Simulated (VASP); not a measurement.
# GaC3 (Pm-3m) in VASP: a series of runs

The runs below take GaC3 through single point, with PBEsol.

Everything below comes from runs of VASP 6.6.1. Logs are shortened: lines on timing, memory, paths and dates and some standing lists are left out, and cuts for length are marked.

### 1 The cell of the first run

The structure is cubic, space group Pm-3m (No. 221). Conventional cell: a = 3.251 Å, b = 3.251 Å, c = 3.251 Å, α = 90.00°, β = 90.00°, γ = 90.00°. Ga (site symmetry m-3m) has 12 C at 2.30 Å within 3.0 Å. C (site symmetry 4/mmm) has 4 Ga at 2.30 Å and 8 C at 2.30 Å within 3.0 Å.

### 2 Single point, PBEsol

INCAR

```
  PREC = Accurate
  ENCUT = 520
  EDIFF = 1E-6
  ISMEAR = -1
  SIGMA = 0.05
  LREAL = False
  LASPH = True
  NELM = 80
  ALGO = Normal
  ISIF = 2
  LWAVE = False
  LCHARG = False
  GGA = PS
  NBANDS = 20
```

KPOINTS

```
regular mesh
0
Gamma
  7 7 7
```

POSCAR

```
GaC3
1.0
    3.2511953563      0.0000000000      0.0000000000
    0.0000000000      3.2511953563      0.0000000000
    0.0000000000      0.0000000000      3.2511953563
Ga C
1 3
Direct
    0.0000000000      0.0000000000      0.0000000000
    0.0000000000      0.5000000000      0.5000000000
    0.5000000000      0.0000000000      0.5000000000
    0.5000000000      0.5000000000      0.0000000000
```

Potentials or basis: VASP PAW PBE potentials, release 64 (Ga_d, C).

On the command line:

```sh
$ cat potpaw_PBE.64/Ga_d/POTCAR potpaw_PBE.64/C/POTCAR > POTCAR
$ mpirun -np 1 vasp_std > vasp.out
```

OUTCAR:

```text
PREC = Accurate
   ENCUT = 520
   EDIFF = 1E-6
   ISMEAR = -1
   LREAL = False
   LASPH = True
   NELM = 80
   ISIF = 2
   GGA = PS

 ion  position               nearest neighbor table
   1  0.000  0.000  0.000-   2 2.30   3 2.30   4 2.30   2 2.30   3 2.30   2 2.30   4 2.30   2 2.30
                             3 2.30   4 2.30   3 2.30   4 2.30
   2  0.000  0.500  0.500-   1 2.30   1 2.30   1 2.30   1 2.30
   3  0.500  0.000  0.500-   1 2.30   1 2.30   1 2.30   1 2.30
   4  0.500  0.500  0.000-   1 2.30   1 2.30   1 2.30   1 2.30

  LATTYP: Found a simple cubic cell.
 ALAT       =     3.2511953563

  Lattice vectors:

 A1 = (   3.2511953563,   0.0000000000,   0.0000000000)
 A2 = (   0.0000000000,   3.2511953563,   0.0000000000)
 A3 = (   0.0000000000,   0.0000000000,   3.2511953563)

Analysis of symmetry for initial positions (statically):
=====================================================================
 Subroutine PRICEL returns:
 Original cell was already a primitive cell.

 Routine SETGRP: Setting up the symmetry group for a
 simple cubic supercell.

 Subroutine GETGRP returns: Found 48 space group operations
 (whereof 48 operations were pure point group operations)
 out of a pool of 48 trial point group operations.

The static configuration has the point symmetry O_h .

Analysis of symmetry for dynamics (positions and initial velocities):
=====================================================================
 Subroutine PRICEL returns:
 Original cell was already a primitive cell.

 Routine SETGRP: Setting up the symmetry group for a
 simple cubic supercell.

 Subroutine GETGRP returns: Found 48 space group operations
 (whereof 48 operations were pure point group operations)
 out of a pool of 48 trial point group operations.

The dynamic configuration has the point symmetry O_h .

 Subroutine INISYM returns: Found 48 space group operations
 (whereof 48 operations are pure point group operations),
 and found     1 'primitive' translations

----------------------------------------------------------------------------------------

                                     Primitive cell

  volume of cell :      34.3660

  direct lattice vectors                    reciprocal lattice vectors
[... 81 lines left out ...]
   LNONCOLLINEAR =      F non collinear calculations
   LSORBIT =      F    spin-orbit coupling
   LASPH  =      T    aspherical Exc in radial PAW
   ENCUT  =  520.0 eV  38.22 Ry    6.18 a.u.   6.05  6.05  6.05*2*pi/ulx,y,z
   NELM   =     80;   NELMIN=  2; NELMDL= -5     # of ELM steps
   EDIFF  = 0.1E-05   stopping-criterion for ELM
   LREAL  =      F    real-space projection
   EDIFFG = 0.1E-04   stopping-criterion for IOM
   NSW    =      0    number of steps for IOM
   IBRION =     -1    ionic relax: 0-MD 1-quasi-New 2-CG
   NFREE  =      0    steps in history (QN), initial steepest desc. (CG)
   ISIF   =      2    stress and relaxation
   ISYM   =      2    0-nonsym 1-usesym 2-fastsym
   POTIM  = 0.5000    time-step for ionic-motion
   TEBEG  =    0.0;   TEEND  =   0.0 temperature during run
   PSTRESS=    0.0 pullay stress
   NELECT =      25.0000    total number of electrons
   NUPDOWN=      -1.0000    fix difference up-down
   EMIN   =  10.00;   EMAX   =-10.00  energy-range for DOS
   EFERMI =   0.00;   METHOD = LEGACY
   ISMEAR =    -1;   SIGMA  =   0.05  broadening in eV -4-tet -1-fermi 0-gaus
   EFERMI_NEDOS =   21; number of points for ismear=-14 and -15
   IALGO  =     38    algorithm
   IMIX   =      4    mixing-type and parameters
     AMIX     =   0.40;   BMIX     =  1.00
     AMIX_MAG =   1.60;   BMIX_MAG =  1.00
  volume/ion in A,a.u.               =       8.59        57.98
  Fermi-wavevector in a.u.,A,eV,Ry     =   1.472352  2.782343 29.495003  2.167822
  Thomas-Fermi vector in A             =   2.587377
   LORBIT       =      0    0 simple, 1 ext, 2 COOP (PROOUT), +10 PAW based schemes
   GGA     = PS    functional components
   LHFCALC =     F    Hartree Fock is set to
   AEXX    =    0.0000 exact exchange contribution
   IVDW    =     0    specifies the selected vdW correction
   LEPSILON=     F    determine dielectric tensor
   LRPA    =     F    only Hartree local field effects (RPA)
 non-spin polarized calculation
  energy-cutoff  :      520.00
  volume of cell :       34.37
 maximum number of plane-waves:       940
   NGX = 13   NGY = 13   NGZ = 13

 number of electron      25.0000026 magnetization

 Free energy of the ion-electron system (eV)
  ---------------------------------------------------
  ext. energy  EPLUGINS =         0.00000000
  ---------------------------------------------------
  free energy    TOTEN  =       -19.64518392 eV

  energy without entropy =      -19.63172759  energy(sigma->0) =      -19.63845576

 E-fermi :   8.1177     XC(G=0): -12.9847

 val. band max:        8.0218223206   @ k =   0.2857   0.0000   0.0000
 cond. band min:       8.1469489824   @ k =   0.2857   0.1429   0.0000
 fundamental gap:      0.1251266618
 Fermi energy:         8.1177391042

 k-point     1 :       0.0000    0.0000    0.0000
  band No.  band energies     occupation
      1      -9.1833      2.00000
      2      -6.9563      2.00000
      3      -6.9563      2.00000
      4      -6.6984      2.00000
      5      -6.6984      2.00000
      6      -6.6984      2.00000
[... 449 lines left out ...]
     19      21.6120      0.00000
     20      22.2455      0.00000

------------------------ aborting loop because EDIFF is reached ----------------------------------------

  FORCE on cell =-STRESS in cart. coord.  units (eV):
  Direction    XX          YY          ZZ          XY          YZ          ZX
  --------------------------------------------------------------------------------------
  -------------------------------------------------------------------------------------
  Total        1.4762466      1.4762466      1.4762466     -0.0000000     -0.0000000      0.0000000
  in kB       68.8240633     68.8240633     68.8240633     -0.0000000     -0.0000000      0.0000000
  external PRESSURE =      68.8240633 kB  Pullay stress =       0.0000000 kB

 VOLUME and BASIS-vectors are now :
 -----------------------------------------------------------------------------
  energy-cutoff  :      520.00
  volume of cell :       34.37
      direct lattice vectors                 reciprocal lattice vectors
     3.251195356  0.000000000  0.000000000     0.307579179  0.000000000  0.000000000
     0.000000000  3.251195356  0.000000000     0.000000000  0.307579179  0.000000000
     0.000000000  0.000000000  3.251195356     0.000000000  0.000000000  0.307579179

 POSITION                                       TOTAL-FORCE (eV/Angst)
 -----------------------------------------------------------------------------------
      0.00000      0.00000      0.00000         0.000000      0.000000      0.000000
      0.00000      1.62560      1.62560         0.000000      0.000000      0.000000
      1.62560      0.00000      1.62560         0.000000      0.000000      0.000000
      1.62560      1.62560      0.00000         0.000000      0.000000      0.000000
 -----------------------------------------------------------------------------------
    total drift:                                0.000000     -0.000000     -0.000000

  FREE ENERGIE OF THE ION-ELECTRON SYSTEM (eV)
  ---------------------------------------------------
  free  energy   TOTEN  =       -19.6451839176 eV

  energy  without entropy=      -19.6317275948  energy(sigma->0) =      -19.63845576
```

OSZICAR:

```text
N       E                     dE             d eps       ncg     rms          rms(c)
DAV:   1     0.129251510837E+03    0.12925E+03   -0.12337E+04   924   0.191E+03
DAV:   2    -0.650072814714E+01   -0.13575E+03   -0.12919E+03   904   0.376E+02
DAV:   3    -0.195626273289E+02   -0.13062E+02   -0.12530E+02   904   0.861E+01
DAV:   4    -0.199645443298E+02   -0.40192E+00   -0.39861E+00   932   0.143E+01
DAV:   5    -0.199721122102E+02   -0.75679E-02   -0.75619E-02   948   0.184E+00    0.307E+00
DAV:   6    -0.196984467336E+02    0.27367E+00   -0.40688E-01  1124   0.234E+01    0.155E+00
DAV:   7    -0.196539854060E+02    0.44461E-01   -0.74417E-02  1200   0.341E+00    0.635E-01
DAV:   8    -0.196452983872E+02    0.86870E-02   -0.11299E-02  1040   0.888E-01    0.890E-02
DAV:   9    -0.196451814923E+02    0.11689E-03   -0.51631E-04  1132   0.296E-01    0.201E-02
DAV:  10    -0.196451842939E+02   -0.28015E-05   -0.44916E-05  1204   0.654E-02    0.509E-03
DAV:  11    -0.196451839176E+02    0.37629E-06   -0.40279E-06   808   0.238E-02
   1 F= -.19645184E+02 E0= -.19638456E+02  d E =-.134563E-01
```

Run time: 16 s. Hardware: 1 thread of Intel Xeon Platinum 8259CL at 2.50GHz (Skylake/Cascade Lake), shared host; peak memory 0.14 GiB.

The run converged, but its numbers aren't listed here, since they failed a check.

Caveat: the PAW data sets were made with another functional, which shifts forces and pressure a little.

### 3 Single point, PBEsol

This run uses another cell than the first one, of 8.77 Å³/atom, 1.021 times its volume.

INCAR

```
  ALGO = Normal
  EDIFF = 1E-6
  ENCUT = 520
  GGA = PS
  ISIF = 2
  ISMEAR = -1
  LASPH = T
  LCHARG = F
  LREAL = F
  LWAVE = F
  NBANDS = 20
  NELM = 100
  PREC = Accurate
  SIGMA = 0.05
```

KPOINTS

```
k-points
0
Gamma
  7 7 7
```

POSCAR

```
GaC3
1.0
    3.2740918527      0.0000000000      0.0000000000
    0.0000000000      3.2740918527      0.0000000000
    0.0000000000      0.0000000000      3.2740918527
Ga C
1 3
Direct
    0.0000000000      0.0000000000      0.0000000000
    0.0000000000      0.5000000000      0.5000000000
    0.5000000000      0.0000000000      0.5000000000
    0.5000000000      0.5000000000      0.0000000000
```

Potentials or basis: VASP PAW PBE potentials, release 64 (Ga_d, C).

On the command line:

```sh
$ cat potpaw_PBE.64/Ga_d/POTCAR potpaw_PBE.64/C/POTCAR > POTCAR
$ mpirun -np 1 vasp_std > vasp.out
```

Run time: 13 s. Hardware: 1 thread of Intel Xeon Platinum 8259CL at 2.50GHz (Skylake/Cascade Lake), shared host; peak memory 0.14 GiB.

Results (log left out):

```
Free energy : -19.6677 eV
Pressure    : 2.8 GPa
```

Levels at points of the mesh, in eV from the Fermi level:
| k point | band 9 | band 10 | band 11 | band 12 | band 13 | band 14 | band 15 | band 16 |
| --- | --- | --- | --- | --- | --- | --- | --- | --- |
| (0.00, 0.00, 0.00) | -5.66 | -5.66 | -5.66 | 0.09 | 1.34 | 1.34 | 1.34 | 4.05 |

Caveat: the PAW data sets were made with another functional, which shifts forces and pressure a little.

### 4 Single point, PBEsol

This run uses another cell than the first one, of 8.96 Å³/atom, 1.043 times its volume.

INCAR

```
ALGO = Normal
EDIFF = 1E-6
ENCUT = 520
GGA = PS
ISIF = 2
ISMEAR = -1
LASPH = True
LCHARG = False
LREAL = False
LWAVE = False
NBANDS = 20
NELM = 80
PREC = Accurate
SIGMA = 0.05
```

KPOINTS is that of step 3.

POSCAR

```
GaC3
1.0
    3.2966725100      0.0000000000      0.0000000000
    0.0000000000      3.2966725100      0.0000000000
    0.0000000000      0.0000000000      3.2966725100
Ga C
1 3
Direct
    0.0000000000      0.0000000000      0.0000000000
    0.0000000000      0.5000000000      0.5000000000
    0.5000000000      0.0000000000      0.5000000000
    0.5000000000      0.5000000000      0.0000000000
```

Potentials or basis: VASP PAW PBE potentials, release 64 (Ga_d, C).

On the command line:

```sh
$ cat potpaw_PBE.64/Ga_d/POTCAR potpaw_PBE.64/C/POTCAR > POTCAR
$ mpirun -np 1 vasp_std > vasp.out
```

OUTCAR:

```text
EDIFF = 1E-6
   ENCUT = 520
   GGA = PS
   ISIF = 2
   ISMEAR = -1
   LASPH = True
   LREAL = False
   NELM = 80
   PREC = Accurate

 ion  position               nearest neighbor table
   1  0.000  0.000  0.000-   2 2.33   3 2.33   4 2.33   2 2.33   3 2.33   2 2.33   4 2.33   2 2.33
                             3 2.33   4 2.33   3 2.33   4 2.33
   2  0.000  0.500  0.500-   1 2.33   1 2.33   1 2.33   1 2.33
   3  0.500  0.000  0.500-   1 2.33   1 2.33   1 2.33   1 2.33
   4  0.500  0.500  0.000-   1 2.33   1 2.33   1 2.33   1 2.33

  LATTYP: Found a simple cubic cell.
 ALAT       =     3.2966725100

  Lattice vectors:

 A1 = (   3.2966725100,   0.0000000000,   0.0000000000)
 A2 = (   0.0000000000,   3.2966725100,   0.0000000000)
 A3 = (   0.0000000000,   0.0000000000,   3.2966725100)

Analysis of symmetry for initial positions (statically):
=====================================================================
 Subroutine PRICEL returns:
 Original cell was already a primitive cell.

 Routine SETGRP: Setting up the symmetry group for a
 simple cubic supercell.

 Subroutine GETGRP returns: Found 48 space group operations
 (whereof 48 operations were pure point group operations)
 out of a pool of 48 trial point group operations.

The static configuration has the point symmetry O_h .

Analysis of symmetry for dynamics (positions and initial velocities):
=====================================================================
 Subroutine PRICEL returns:
 Original cell was already a primitive cell.

 Routine SETGRP: Setting up the symmetry group for a
 simple cubic supercell.

 Subroutine GETGRP returns: Found 48 space group operations
 (whereof 48 operations were pure point group operations)
[... 115 lines left out ...]
   EFERMI =   0.00;   METHOD = LEGACY
   ISMEAR =    -1;   SIGMA  =   0.05  broadening in eV -4-tet -1-fermi 0-gaus
   EFERMI_NEDOS =   21; number of points for ismear=-14 and -15
   IALGO  =     38    algorithm
   IMIX   =      4    mixing-type and parameters
     AMIX     =   0.40;   BMIX     =  1.00
     AMIX_MAG =   1.60;   BMIX_MAG =  1.00
  volume/ion in A,a.u.               =       8.96        60.45
  Fermi-wavevector in a.u.,A,eV,Ry     =   1.452041  2.743961 28.686857  2.108425
  Thomas-Fermi vector in A             =   2.569469
   LORBIT       =      0    0 simple, 1 ext, 2 COOP (PROOUT), +10 PAW based schemes
   GGA     = PS    functional components
   LHFCALC =     F    Hartree Fock is set to
   AEXX    =    0.0000 exact exchange contribution
   IVDW    =     0    specifies the selected vdW correction
   LEPSILON=     F    determine dielectric tensor
   LRPA    =     F    only Hartree local field effects (RPA)
 non-spin polarized calculation
  energy-cutoff  :      520.00
  volume of cell :       35.83
 maximum number of plane-waves:       974
 NGX is ok and might be reduce to    28
   NGX = 13   NGY = 13   NGZ = 13

 number of electron      24.9999996 magnetization

 Free energy of the ion-electron system (eV)
  ---------------------------------------------------
  ext. energy  EPLUGINS =         0.00000000
  ---------------------------------------------------
  free energy    TOTEN  =       -19.67268512 eV

  energy without entropy =      -19.65675944  energy(sigma->0) =      -19.66472228

 E-fermi :   7.6065     XC(G=0): -12.7720

 val. band max:        7.5389768579   @ k =   0.2857   0.0000   0.0000
 cond. band min:       7.6200956390   @ k =   0.0000   0.0000   0.0000
 fundamental gap:      0.0811187811
 Fermi energy:         7.6064952473

 k-point     1 :       0.0000    0.0000    0.0000
  band No.  band energies     occupation
      1      -9.2350      2.00000
      2      -7.4228      2.00000
      3      -7.4228      2.00000
      4      -7.1982      2.00000
      5      -7.1982      2.00000
      6      -7.1982      2.00000
[... 449 lines left out ...]
     19      20.5660      0.00000
     20      21.1812      0.00000

------------------------ aborting loop because EDIFF is reached ----------------------------------------

  FORCE on cell =-STRESS in cart. coord.  units (eV):
  Direction    XX          YY          ZZ          XY          YZ          ZX
  --------------------------------------------------------------------------------------
  -------------------------------------------------------------------------------------
  Total       -0.1810178     -0.1810178     -0.1810178     -0.0000000     -0.0000000      0.0000000
  in kB       -8.0947670     -8.0947670     -8.0947670     -0.0000000     -0.0000000      0.0000000
  external PRESSURE =      -8.0947670 kB  Pullay stress =       0.0000000 kB

 VOLUME and BASIS-vectors are now :
 -----------------------------------------------------------------------------
  energy-cutoff  :      520.00
  volume of cell :       35.83
      direct lattice vectors                 reciprocal lattice vectors
     3.296672510  0.000000000  0.000000000     0.303336166  0.000000000  0.000000000
     0.000000000  3.296672510  0.000000000     0.000000000  0.303336166  0.000000000
     0.000000000  0.000000000  3.296672510     0.000000000  0.000000000  0.303336166

 POSITION                                       TOTAL-FORCE (eV/Angst)
 -----------------------------------------------------------------------------------
      0.00000      0.00000      0.00000         0.000000      0.000000      0.000000
      0.00000      1.64834      1.64834         0.000000      0.000000      0.000000
      1.64834      0.00000      1.64834         0.000000      0.000000      0.000000
      1.64834      1.64834      0.00000         0.000000      0.000000      0.000000
 -----------------------------------------------------------------------------------
    total drift:                               -0.000000      0.000000     -0.000000

  FREE ENERGIE OF THE ION-ELECTRON SYSTEM (eV)
  ---------------------------------------------------
  free  energy   TOTEN  =       -19.6726851174 eV

  energy  without entropy=      -19.6567594390  energy(sigma->0) =      -19.66472228
```

OSZICAR:

```text
N       E                     dE             d eps       ncg     rms          rms(c)
DAV:   1     0.141089775973E+03    0.14109E+03   -0.12173E+04   896   0.191E+03
DAV:   2    -0.582089602606E+01   -0.14691E+03   -0.14110E+03   908   0.405E+02
DAV:   3    -0.195595763025E+02   -0.13739E+02   -0.13232E+02   944   0.878E+01
DAV:   4    -0.199710485112E+02   -0.41147E+00   -0.40736E+00   920   0.147E+01
DAV:   5    -0.199786144048E+02   -0.75659E-02   -0.75510E-02  1000   0.180E+00    0.286E+00
DAV:   6    -0.197264858537E+02    0.25213E+00   -0.36277E-01  1136   0.213E+01    0.152E+00
DAV:   7    -0.196795243873E+02    0.46961E-01   -0.78961E-02  1216   0.427E+00    0.556E-01
DAV:   8    -0.196728091144E+02    0.67153E-02   -0.13332E-02  1056   0.121E+00    0.886E-02
DAV:   9    -0.196726813701E+02    0.12774E-03   -0.50335E-04  1084   0.453E-01    0.219E-02
DAV:  10    -0.196726849485E+02   -0.35784E-05   -0.55381E-05   932   0.691E-02    0.703E-03
DAV:  11    -0.196726851174E+02   -0.16888E-06   -0.38192E-06   832   0.292E-02
   1 F= -.19672685E+02 E0= -.19664722E+02  d E =-.159257E-01
```

stdout:

```text
POSCAR found type information on POSCAR GaC
 POSCAR found :  2 types and       4 ions
 scaLAPACK will be used
 -----------------------------------------------------------------------------
|                                                                             |
|                                                                             |
|     You enforced a specific xc type in the INCAR file but a different       |
|     I HOPE YOU KNOW WHAT YOU ARE DOING!                                     |
|                                                                             |
 -----------------------------------------------------------------------------

 LDA part: xc-table for (Slater+PW92), standard interpolation
 POSCAR, INCAR and KPOINTS ok, starting setup
 FFT: planning ... GRIDC
 FFT: planning ... GRID_SOFT
 FFT: planning ... GRID
 WAVECAR not read
 entering main loop
```

Wall time 22 s (1 thread of Intel Xeon Platinum 8259CL at 2.50GHz (Skylake/Cascade Lake), shared host); peak memory 0.16 GiB.

Results:

```yaml
Free_energy: -19.6727 eV
Pressure: -0.8 GPa
```

Levels at points of the mesh, in eV from the Fermi level:
| k point | band 10 | band 11 | band 12 | band 13 | band 14 | band 15 |
| --- | --- | --- | --- | --- | --- | --- |
| (0.00, 0.00, 0.00) | -5.54 | -5.54 | 0.01 | 1.32 | 1.32 | 1.32 |

Caveat: the PAW data sets were made with another functional, which shifts forces and pressure a little.
